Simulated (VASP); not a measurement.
Runs of VASP 6.6.1 on MgH2. The structure is that of space group Fm-3m (No. 225), or close to it. The cells are those of the table. 

| cell | gap on the mesh (eV) | pressure (GPa) |
| --- | --- | --- |
| a = 3.299 Å, angles 60.0°, 3 atoms | none | -0.5 |
| a = 3.367 Å, angles 60.0°, 3 atoms | none | (a) |
| a = 3.345 Å, angles 60.0°, 3 atoms | none | -3.0 |
| a = 3.412 Å, angles 60.0°, 3 atoms | none | -6.0 |
| a = 3.390 Å, angles 60.0°, 3 atoms | none | (b) |
| a = 3.322 Å, angles 60.0°, 3 atoms | none | -1.8 |
| a = 3.433 Å, angles 60.0°, 3 atoms | none | -6.8 |

Alike in all rows: task single point; level LDA; potentials or basis VASP PAW LDA potentials, release 64 (Mg, H); no spin polarisation; k mesh 8 × 8 × 8; cutoff (eV) 520; smearing fermi-dirac 0.1 eV.

Task: Estimate the missing entries.

Result: (a) -4.1; (b) -5.1.

A gap of «none» marks levels without a gap at the run's occupations.
